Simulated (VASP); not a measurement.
# ZnSe (F-43m) in VASP: notebook

The runs below take ZnSe through single point, relaxation of cell and atoms, with r2SCAN.

Program: VASP 6.6.1. These are calculated values, not measurements. Logs are shortened: lines on timing, memory, paths and dates and some standing lists are left out, and cuts for length are marked.

## Step 1: The cell of the first run

The structure is cubic, space group F-43m (No. 216). Conventional cell: a = 5.777 Å, b = 5.777 Å, c = 5.777 Å, α = 90.00°, β = 90.00°, γ = 90.00°. Zn (site symmetry -43m) has 4 Se at 2.50 Å within 3.3 Å. Within 3.3 Å of Se (site symmetry -43m) lie 4 Zn at 2.50 Å.

## Step 2: Single point, r2SCAN (volume scaled by 1.06)

The input, POSCAR:

```
ZnSe
1.0
    0.0000000000      2.8885073074      2.8885073074
    2.8885073074      0.0000000000      2.8885073074
    2.8885073074      2.8885073074      0.0000000000
Zn Se
1 1
Direct
    0.0000000000      0.0000000000      0.0000000000
    0.2500000000      0.2500000000      0.2500000000
```

The input, INCAR.step1:

```
ALGO     = Normal         # electronic algorithm
EDIFF    = 1E-4           # SCF threshold, eV
ENCUT    = 520            # plane-wave cutoff, eV
GGA      = PE             # functional
ISMEAR   = 0              # smearing method
LASPH    = True           # aspherical terms in the spheres
LCHARG   = False          # write CHGCAR
LREAL    = False          # projectors in reciprocal space
LWAVE    = True           # write WAVECAR
NBANDS   = 16             # bands
NELM     = 60             # most SCF steps
PREC     = Accurate       # precision mode
SIGMA    = 0.02           # smearing width, eV
```

The input, INCAR.step2:

```
ALGO     = Normal         # electronic algorithm
EDIFF    = 1E-6           # SCF threshold, eV
ENCUT    = 520            # plane-wave cutoff, eV
ISIF     = 2              # what is computed and relaxed
ISMEAR   = 0              # smearing method
ISTART   = 1            
LASPH    = True           # aspherical terms in the spheres
LCHARG   = False          # write CHGCAR
LMIXTAU  = True         
LREAL    = False          # projectors in reciprocal space
LWAVE    = False          # write WAVECAR
METAGGA  = R2SCAN         # meta-GGA
NBANDS   = 16             # bands
NELM     = 60             # most SCF steps
PREC     = Accurate       # precision mode
SIGMA    = 0.02           # smearing width, eV
```

The input, KPOINTS:

```
k-points
0
Gamma
  8 8 8
```

Potentials or basis: VASP PAW PBE potentials, release 64 (Zn, Se).

Launch:

```bash
cat potpaw_PBE.64/Zn/POTCAR potpaw_PBE.64/Se/POTCAR > POTCAR
cp INCAR.step1 INCAR
mpirun -np 1 vasp_std > vasp.out
cp INCAR.step2 INCAR
mpirun -np 1 vasp_std > vasp.out
```

OUTCAR:

```text
EDIFF = 1E-6
   ENCUT = 520
   ISIF = 2
   ISMEAR = 0
   ISTART = 1
   LASPH = True
   LREAL = False
   METAGGA = R2SCAN
   NELM = 60
   PREC = Accurate

 ion  position               nearest neighbor table
   1  0.000  0.000  0.000-   2 2.50   2 2.50   2 2.50   2 2.50
   2  0.250  0.250  0.250-   1 2.50   1 2.50   1 2.50   1 2.50

  LATTYP: Found a face centered cubic cell.
 ALAT       =     5.7770146148

  Lattice vectors:

 A1 = (   0.0000000000,   2.8885073074,   2.8885073074)
 A2 = (   2.8885073074,   0.0000000000,   2.8885073074)
 A3 = (   2.8885073074,   2.8885073074,   0.0000000000)

Analysis of symmetry for initial positions (statically):
=====================================================================
 Subroutine PRICEL returns:
 Original cell was already a primitive cell.

 Routine SETGRP: Setting up the symmetry group for a
 face centered cubic supercell.

 Subroutine GETGRP returns: Found 24 space group operations
 (whereof 24 operations were pure point group operations)
 out of a pool of 48 trial point group operations.

The static configuration has the point symmetry T_d .

Analysis of symmetry for dynamics (positions and initial velocities):
=====================================================================
 Subroutine PRICEL returns:
 Original cell was already a primitive cell.

 Routine SETGRP: Setting up the symmetry group for a
 face centered cubic supercell.

 Subroutine GETGRP returns: Found 24 space group operations
 (whereof 24 operations were pure point group operations)
 out of a pool of 48 trial point group operations.

The dynamic configuration has the point symmetry T_d .

 Subroutine INISYM returns: Found 24 space group operations
 (whereof 24 operations are pure point group operations),
 and found     1 'primitive' translations

----------------------------------------------------------------------------------------

                                     Primitive cell

  volume of cell :      48.2004

  direct lattice vectors                    reciprocal lattice vectors
     0.000000000  2.888507307  2.888507307    -0.173099787  0.173099787  0.173099787
     2.888507307  0.000000000  2.888507307     0.173099787 -0.173099787  0.173099787
     2.888507307  2.888507307  0.000000000     0.173099787  0.173099787 -0.173099787

  length of vectors
     4.084966209  4.084966209  4.084966209     0.299817626  0.299817626  0.299817626

  position of ions in fractional coordinates (direct lattice)
     0.000000000  0.000000000  0.000000000
     0.250000000  0.250000000  0.250000000

  ion indices of the primitive-cell ions
   primitive index   ion index
                 1           1
                 2           2

----------------------------------------------------------------------------------------

 KPOINTS: k-points

Automatic generation of k-mesh.
 Grid dimensions read from file:
 generate k-points for:    8    8    8

 Generating k-lattice:

  Cartesian coordinates                     Fractional coordinates (reciprocal lattice)
    -0.021637473  0.021637473  0.021637473     0.125000000  0.000000000  0.000000000
     0.021637473 -0.021637473  0.021637473     0.000000000  0.125000000  0.000000000
     0.021637473  0.021637473 -0.021637473     0.000000000  0.000000000  0.125000000

  Length of vectors
     0.037477203  0.037477203  0.037477203

  Shift w.r.t. Gamma in fractional coordinates (k-lattice)
     0.000000000  0.000000000  0.000000000

 Subroutine IBZKPT returns following result:
 ===========================================

 Found     29 irreducible k-points:

 Following reciprocal coordinates:
            Coordinates               Weight
  0.000000  0.000000  0.000000      1.000000
  0.125000  0.000000  0.000000      8.000000
  0.250000  0.000000  0.000000      8.000000
  0.375000  0.000000  0.000000      8.000000
  0.500000  0.000000  0.000000      4.000000
  0.125000  0.125000  0.000000      6.000000
[... 16 lines left out ...]
  0.500000  0.250000  0.125000     48.000000
 -0.375000  0.250000  0.125000     24.000000
 [... further k-points ...]
   k-points           NKPTS =     29   k-points in BZ     NKDIM =     29   number of bands    NBANDS=     16
   number of dos      NEDOS =    301   number of ions     NIONS =      2
   total plane-waves  NPLWV =  27000
   dimension x,y,z NGX =    30 NGY =   30 NGZ =   30
   dimension x,y,z NGXF=    60 NGYF=   60 NGZF=   60
   ions per type =               1   1
   NGX,Y,Z   is equivalent  to a cutoff of  12.21, 12.21, 12.21 a.u.
   NGXF,Y,Z  is equivalent  to a cutoff of  24.42, 24.42, 24.42 a.u.
 SYSTEM =  unknown system
   PREC   = accura    normal or accurate (medium, high low for compatibility)
   ISTART =      1    job   : 0-new  1-cont  2-samecut
   ICHARG =      0    charge: 1-file 2-atom 10-const
   ISPIN  =      1    spin polarized calculation?
   LNONCOLLINEAR =      F non collinear calculations
   LSORBIT =      F    spin-orbit coupling
   LASPH  =      T    aspherical Exc in radial PAW
   ENCUT  =  520.0 eV  38.22 Ry    6.18 a.u.   7.60  7.60  7.60*2*pi/ulx,y,z
   NELM   =     60;   NELMIN=  2; NELMDL=  0     # of ELM steps
   EDIFF  = 0.1E-05   stopping-criterion for ELM
   LREAL  =      F    real-space projection
   EDIFFG = 0.1E-04   stopping-criterion for IOM
   NSW    =      0    number of steps for IOM
   IBRION =     -1    ionic relax: 0-MD 1-quasi-New 2-CG
   NFREE  =      0    steps in history (QN), initial steepest desc. (CG)
   ISIF   =      2    stress and relaxation
   ISYM   =      2    0-nonsym 1-usesym 2-fastsym
   POTIM  = 0.5000    time-step for ionic-motion
   TEBEG  =    0.0;   TEEND  =   0.0 temperature during run
   PSTRESS=    0.0 pullay stress
   NELECT =      18.0000    total number of electrons
   NUPDOWN=      -1.0000    fix difference up-down
   EMIN   =  10.00;   EMAX   =-10.00  energy-range for DOS
   EFERMI =   0.00;   METHOD = LEGACY
   ISMEAR =     0;   SIGMA  =   0.02  broadening in eV -4-tet -1-fermi 0-gaus
   EFERMI_NEDOS =   21; number of points for ismear=-14 and -15
   IALGO  =     38    algorithm
   IMIX   =      4    mixing-type and parameters
     AMIX     =   0.40;   BMIX     =  1.00
     AMIX_MAG =   1.60;   BMIX_MAG =  1.00
  volume/ion in A,a.u.               =      24.10       162.64
  Fermi-wavevector in a.u.,A,eV,Ry     =   1.178914  2.227825 18.909903  1.389839
  Thomas-Fermi vector in A             =   2.315235
   LORBIT       =      0    0 simple, 1 ext, 2 COOP (PROOUT), +10 PAW based schemes
   METAGGA = R2SCAN    functional components
   LHFCALC =     F    Hartree Fock is set to
   AEXX    =    0.0000 exact exchange contribution
   IVDW    =     0    specifies the selected vdW correction
   LEPSILON=     F    determine dielectric tensor
   LRPA    =     F    only Hartree local field effects (RPA)
 non-spin polarized calculation
 Gauss-broadening in eV      SIGMA  =   0.02
  energy-cutoff  :      520.00
  volume of cell :       48.20
 maximum number of plane-waves:      1316
   NGX = 15   NGY = 15   NGZ = 15

 number of electron      18.0000005 magnetization

 Free energy of the ion-electron system (eV)
  ---------------------------------------------------
  ext. energy  EPLUGINS =         0.00000000
  ---------------------------------------------------
  free energy    TOTEN  =       -24.87936274 eV

  energy without entropy =      -24.87936274  energy(sigma->0) =      -24.87936274

 E-fermi :   0.9931     XC(G=0):  -9.6432

 val. band max:        0.8211878782   @ k =   0.0000   0.0000   0.0000
 cond. band min:       2.4431668319   @ k =   0.0000   0.0000   0.0000
 fundamental gap:      1.6219789537
 Fermi energy:         0.9931285773

 k-point     1 :       0.0000    0.0000    0.0000
  band No.  band energies     occupation
      1     -12.5283      2.00000
      2      -5.6856      2.00000
      3      -5.6856      2.00000
      4      -5.6856      2.00000
      5      -5.3328      2.00000
      6      -5.3328      2.00000
[... 8 lines left out ...]
     15      12.7294      0.00000
     16      12.7294      0.00000

 k-point     2 :       0.1250    0.0000    0.0000
  band No.  band energies     occupation
      1     -12.4353      2.00000
      2      -5.6734      2.00000
      3      -5.6710      2.00000
      4      -5.6710      2.00000
      5      -5.3338      2.00000
      6      -5.3338      2.00000
[... 8 lines left out ...]
     15      11.9774      0.00000
     16      12.0367      0.00000

 k-point     3 :       0.2500    0.0000    0.0000
  band No.  band energies     occupation
      1     -12.1955      2.00000
      2      -5.6384      2.00000
      3      -5.6384      2.00000
      4      -5.6067      2.00000
      5      -5.3326      2.00000
      6      -5.3326      2.00000
[... 8 lines left out ...]
     15      11.7464      0.00000
     16      12.0035      0.00000

 k-point     4 :       0.3750    0.0000    0.0000
  band No.  band energies     occupation
      1     -11.9293      2.00000
      2      -5.6112      2.00000
      3      -5.6111      2.00000
      4      -5.4150      2.00000
      5      -5.3242      2.00000
      6      -5.3241      2.00000
[... 8 lines left out ...]
     15      12.8549      0.00000
     16      12.8550      0.00000

 k-point     5 :       0.5000    0.0000    0.0000
  band No.  band energies     occupation
      1     -11.8096      2.00000
      2      -5.6019      2.00000
      3      -5.6019      2.00000
      4      -5.3181      2.00000
      5      -5.3180      2.00000
      6      -5.1976      2.00000
[... 8 lines left out ...]
     15      14.3918      0.00000
     16      14.3918      0.00000

 k-point     6 :       0.1250    0.1250    0.0000
  band No.  band energies     occupation
      1     -12.4043      2.00000
      2      -5.6857      2.00000
      3      -5.6579      2.00000
      4      -5.6579      2.00000
      5      -5.3423      2.00000
      6      -5.3265      2.00000
[... 8 lines left out ...]
     15      12.4571      0.00000
     16      12.9547      0.00000
[... 267 lines left out ...]
 k-point    21 :       0.5000    0.5000    0.0000
  band No.  band energies     occupation
      1     -11.5664      2.00000
      2      -5.6008      2.00000
      3      -5.4555      2.00000
      4      -5.4554      2.00000
      5      -5.2899      2.00000
      6      -5.1744      2.00000
[... 8 lines left out ...]
     15      15.2383      0.00000
     16      15.6680      0.00000

 k-point    22 :       0.3750    0.2500    0.1250
  band No.  band energies     occupation
      1     -12.0087      2.00000
      2      -5.6276      2.00000
      3      -5.5886      2.00000
      4      -5.5538      2.00000
      5      -5.3444      2.00000
      6      -5.3115      2.00000
[... 8 lines left out ...]
     15      13.5514      0.00000
     16      14.6661      0.00000

 k-point    23 :       0.5000    0.2500    0.1250
  band No.  band energies     occupation
      1     -11.7874      2.00000
      2      -5.5882      2.00000
      3      -5.5649      2.00000
      4      -5.4226      2.00000
      5      -5.3213      2.00000
      6      -5.2741      2.00000
[... 8 lines left out ...]
     15      13.8764      0.00000
     16      14.9464      0.00000

 k-point    24 :      -0.3750    0.2500    0.1250
  band No.  band energies     occupation
      1     -11.6898      2.00000
      2      -5.5806      2.00000
      3      -5.5529      2.00000
      4      -5.3593      2.00000
      5      -5.3267      2.00000
      6      -5.1524      2.00000
[... 8 lines left out ...]
     15      14.0327      0.00000
     16      14.8513      0.00000

 [... further k-points ...]
[... 5 lines left out ...]
  --------------------------------------------------------------------------------------
  -------------------------------------------------------------------------------------
  Total       -0.9906278     -0.9906278     -0.9906278      0.0000000      0.0000000      0.0000000
  in kB      -32.9284033    -32.9284033    -32.9284033      0.0000000      0.0000000      0.0000000
  external PRESSURE =     -32.9284033 kB  Pullay stress =       0.0000000 kB

 VOLUME and BASIS-vectors are now :
 -----------------------------------------------------------------------------
  energy-cutoff  :      520.00
  volume of cell :       48.20
      direct lattice vectors                 reciprocal lattice vectors
     0.000000000  2.888507307  2.888507307    -0.173099787  0.173099787  0.173099787
     2.888507307  0.000000000  2.888507307     0.173099787 -0.173099787  0.173099787
     2.888507307  2.888507307  0.000000000     0.173099787  0.173099787 -0.173099787

 POSITION                                       TOTAL-FORCE (eV/Angst)
 -----------------------------------------------------------------------------------
      0.00000      0.00000      0.00000        -0.000000     -0.000000     -0.000000
      1.44425      1.44425      1.44425         0.000000      0.000000      0.000000
 -----------------------------------------------------------------------------------
    total drift:                                0.000017      0.000017      0.000017

  FREE ENERGIE OF THE ION-ELECTRON SYSTEM (eV)
  ---------------------------------------------------
  free  energy   TOTEN  =       -24.8793627426 eV

  energy  without entropy=      -24.8793627426  energy(sigma->0) =      -24.87936274
```

Wall time 3.7 min (1 thread of AMD EPYC, shared host); peak memory 0.15 GiB.

What came out:

```
Free energy            : -24.8794 eV
Pressure               : -3.3 GPa
Band gap on the k mesh : 1.62 eV, direct
```

Caveat: the PAW data sets were made with another functional, which shifts forces and pressure a little.

[end of part 1 of 2]
